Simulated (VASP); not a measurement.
Si2Mo, 3 atoms in the cell. It takes space group I4/mmm (No. 139, tetragonal). Conventional cell: a = 3.200 Å, b = 3.200 Å, c = 7.861 Å, α = 90.00°, β = 90.00°, γ = 90.00°. Si (site symmetry 4mm) has 9 Si at 2.61 to 3.20 Å and 5 Mo at 2.62 Å within 3.4 Å. Mo (site symmetry 4/mmm) has 10 Si at 2.62 Å and 4 Mo at 3.20 Å within 3.5 Å. 

| Quantity | Value |
| --- | --- |
| Program | VASP 6.6.1 |
| Task | single point |
| Functional | PBE |
| Potentials or basis | VASP PAW PBE potentials, release 64 (Si, Mo_sv) |
| Cutoff | 520 eV |
| k mesh | 13 × 13 × 13 |
| Occupations | fermi-dirac, width 0.15 eV |
| Spin | no spin polarisation |
| Dipole correction | no |
| Further INCAR settings | ALGO = Normal; EDIFF = 1e-06; NBANDS = 18 |

Potentials or basis: VASP PAW PBE potentials, release 64 (Si, Mo_sv).

Run with:

```sh
$ cat potpaw_PBE.64/Si/POTCAR potpaw_PBE.64/Mo_sv/POTCAR > POTCAR
$ mpirun -np 1 vasp_std > vasp.out
```

Hardware: 1 thread of Intel(R) Xeon(R) Platinum 8259CL CPU @ 2.50GHz (Skylake/Cascade Lake), on a shared host.

Task: How long does it take, and how much memory?

Result: Wall time 3.2 min on 1 thread of Intel(R) Xeon(R) Platinum 8259CL CPU @ 2.50GHz (Skylake/Cascade Lake) (shared host), peak memory 0.3 GiB. Counts: scf iterations 13, k points 196.
